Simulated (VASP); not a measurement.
A run of VASP 6.6.1:

The input INCAR:

```
SYSTEM = Al
PREC = Accurate ; ENCUT = 400
EDIFF = 1E-6 ; ISMEAR = -1
SIGMA = 0.05 ; LREAL = .False.
LASPH = .True. ; NELM = 120
ALGO = Normal ; ISIF = 2
LWAVE = .False. ; LCHARG = .False.
GGA = PE ; IVDW = 12
NBANDS = 42 ; GGA_COMPAT = .False.
NELMDL = -8
```

File KPOINTS:

```
regular mesh
0
Gamma
  1 2 1
  0 0 0
```

The input POSCAR:

```
Al
1.0
   12.1500000000      0.0000000000      0.0000000000
    0.0000000000      5.7275650000      0.0000000000
    0.0000000000      0.0000000000     15.8637820000
Al
18
Direct
    0.0000000000      0.0000000000      0.0630366706
    0.3333333333      0.0000000000      0.0630366706
    0.6666666667      0.0000000000      0.0630366706
    0.0000000000      0.5000030554      0.0630366706
    0.3333333333      0.5000030554      0.0630366706
    0.6666666667      0.5000030554      0.0630366706
    0.1676543210      0.2263440048      0.1179290033
    0.5025432099      0.2436986747      0.1155588245
    0.8419917695      0.2299231873      0.1842814028
    0.1603209877      0.7456746453      0.1119531269
    0.4990699588      0.7556265184      0.1494725533
    0.7772427984      0.7413447076      0.2154089107
    0.0136707819     -0.0748834802      0.2466750993
    0.2502139918     -0.1260919780      0.2610978895
    0.6449711934      0.0661537669      0.2688450963
    0.0027078189      0.4594273483      0.2574543700
    0.3510452675      0.4326445881      0.2589420354
    0.5869053498      0.5427961097      0.2831607242
```

Potentials or basis: VASP PAW PBE potentials, release 64 (Al).

Command:

```bash
$ cat potpaw_PBE.64/Al/POTCAR > POTCAR
$ mpirun -np 1 vasp_std > vasp.out
```

Hardware: 1 thread of Intel Xeon 8259CL, on a shared host.

**Question.** Estimate the wall time of this run.

**Answer.** Run time: 4 min on 1 thread of Intel Xeon 8259CL, with other jobs on the host, peak memory 0.67 GiB. Counts: scf iterations 24, k points 2.
